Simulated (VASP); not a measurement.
A run of VASP 6.6.1 is set up as follows.

The input INCAR:

```
  PREC = Accurate
  ENCUT = 600
  EDIFF = 1E-6
  ISMEAR = 0
  SIGMA = 0.15
  LREAL = False
  LASPH = True
  NELM = 120
  ALGO = Normal
  ISIF = 2
  LWAVE = False
  LCHARG = False
  GGA = PE
  NBANDS = 15
  GGA_COMPAT = False
```

KPOINTS

```
Automatic mesh
0
Gamma
  18 18 18
```

POSCAR

```
TaN
1.0
    0.0000000000      2.1790000000      2.0918400000
    2.1790000000      0.0000000000      2.0918400000
    2.1790000000      2.1790000000      0.0000000000
Ta N
1 1
Direct
    0.5000000000      0.5000000000      0.5000000000
    0.0000000000      0.0000000000      0.0000000000
```

Potentials or basis: VASP PAW PBE potentials, release 64 (Ta_pv, N).

Launch:

```bash
$ cat potpaw_PBE.64/Ta_pv/POTCAR potpaw_PBE.64/N/POTCAR > POTCAR
$ mpirun -np 1 vasp_std > vasp.out
```

Task: Predict the band gap on the k mesh.

Result: Zero (bands 8 and 9 overlap by 4.37 eV).

Task: Estimate the pressure.

Result: 34.8 GPa.

Stress tensor (GPa, compression positive):
```
22.46  0.00  0.00
 0.00 22.46  0.00
 0.00  0.00 59.56
```

Caveat: the cell differs from its parent crystal (strain +0.000 along x and y, -0.040 along z); the cell stands under pressure; spin-orbit coupling is left out, which moves the levels of the heavy elements.
